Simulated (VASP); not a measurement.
Write the native input for VASP 6.6.1 that does the following.

```
Task                   : single point
Functional             : PBE
Potentials or basis    : VASP PAW PBE potentials, release 64 (Ti_sv, C_h)
Cutoff                 : 910 eV
k mesh                 : 11 × 11 × 11
Occupations            : fermi-dirac, width 0.05 eV
Spin                   : no spin polarisation
Hubbard terms          : Ti d U = 3.0 eV
Dipole correction      : no
Second run             : hard_potentials
Further INCAR settings : ALGO = Normal; EDIFF = 1e-06; NBANDS = 15
```

The structure of TiC lies in POSCAR:

```
TiC
1.0
    0.0000000000      2.1803608949      2.1803608949
    2.1803608949      0.0000000000      2.1803608949
    2.1803608949      2.1803608949      0.0000000000
Ti C
1 1
Direct
    0.0000000000      0.0000000000      0.0000000000
    0.5000000000      0.5000000000      0.5000000000
```

The input as run:

INCAR

```
SYSTEM = TiC
PREC = Accurate ; ENCUT = 910
EDIFF = 1E-6 ; ISMEAR = -1
SIGMA = 0.05 ; LREAL = .FALSE.
LASPH = .TRUE. ; NELM = 200
ALGO = Normal ; ISIF = 2
LWAVE = .FALSE. ; LCHARG = .FALSE.
LMAXMIX = 4 ; LDAU = .TRUE.
LDAUTYPE = 2 ; LDAUL = 2 -1
LDAUU = 3 0 ; LDAUJ = 0 0
LDAUPRINT = 1 ; GGA = PE
NBANDS = 15 ; GGA_COMPAT = .FALSE.
```

KPOINTS

```
Automatic mesh
0
G
  11 11 11
  0 0 0
```

Potentials or basis: VASP PAW PBE potentials, release 64 (Ti_sv, C_h).

Launch:

```console
$ cat potpaw_PBE.64/Ti_sv/POTCAR potpaw_PBE.64/C_h/POTCAR > POTCAR
$ mpirun -np 1 vasp_std > vasp.out
```

Results of the run:

| Item | Value |
| --- | --- |
| Pressure | 3.4 GPa |
| Band gap on the k mesh | zero (band 8 reaches 10.84 eV, above the bottom of band 9 at 9.43 eV) |

Caveat: the cutoff is under 1.25 times the usual one of these potentials, so pressure, stress and relaxed cells hold a basis-set (Pulay) error; U without spin polarisation on a metal has little footing; the U is typed as a test and isn't derived for this compound.

Run time: 18 s on 1 thread of Intel(R) Xeon(R) 6975P-C (Granite Rapids), on a shared host, peak memory 0.19 GiB.
